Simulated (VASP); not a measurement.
## MgF2 (rutile type): single point with PBEsol

Crystal: MgF2 (rutile type).

```
Mg F
1.0
     3.92455    0.00000    0.00000
     0.00000    3.92455    0.00000
     0.00000    0.00000    2.65324
Mg F
2 4
Direct
  0.00000 0.00000 0.00000
  0.50000 0.50000 0.50000
  0.30050 0.30050 0.00000
  0.69950 0.69950 0.00000
  0.80050 0.19950 0.50000
  0.19950 0.80050 0.50000
```

* Program: VASP 6.6.1
* Task: single point
* Functional: PBEsol
* Potentials or basis: VASP PAW PBE potentials, release 64 (Mg, F)
* Cutoff: 600 eV
* k mesh: 7 × 7 × 10
* Occupations: fermi-dirac, width 0.08 eV
* Spin: no spin polarisation
* Dipole correction: no
* Further INCAR settings: ALGO = Normal; EDIFF = 1e-06; NBANDS = 25

```yaml
Pressure: 136.2 GPa
Largest_force: 0.058 eV/Å
Band_gap_on_the_k_mesh: 10.67 eV
```

Forces on the atoms (eV/Å):
```
Mg   0.000  0.000  0.000
Mg   0.000  0.000  0.000
F    0.041  0.041  0.000
F   -0.041 -0.041  0.000
F    0.041 -0.041  0.000
F   -0.041  0.041  0.000
```

Stress tensor (GPa, compression positive):
```
136.09   0.00   0.00
  0.00 136.09   0.00
  0.00   0.00 136.46
```

Levels at points of the mesh, in eV from the valence-band top:
```tsv
k point	band 12	band 13	band 14	band 15	band 16	band 17	band 18	band 19	band 20	band 21
(0.00, 0.00, 0.00)	-2.07	-0.82	-0.29	-0.29	0.00	10.67	15.21	15.36	15.36	18.35
(0.00, 0.00, 0.50)	-2.60	-1.93	-1.93	-1.57	-1.57	15.71	15.71	18.17	18.17	18.21
```

It took 32 s on 1 thread of AMD EPYC 9R45 96-Core Processor (Zen 5), on a shared host, peak memory 0.17 GiB.

Caveat: the cell stands under pressure; the PAW data sets were made with another functional, which shifts forces and pressure a little; an odd mesh through Γ misses points on the zone boundary, where band edges can lie.
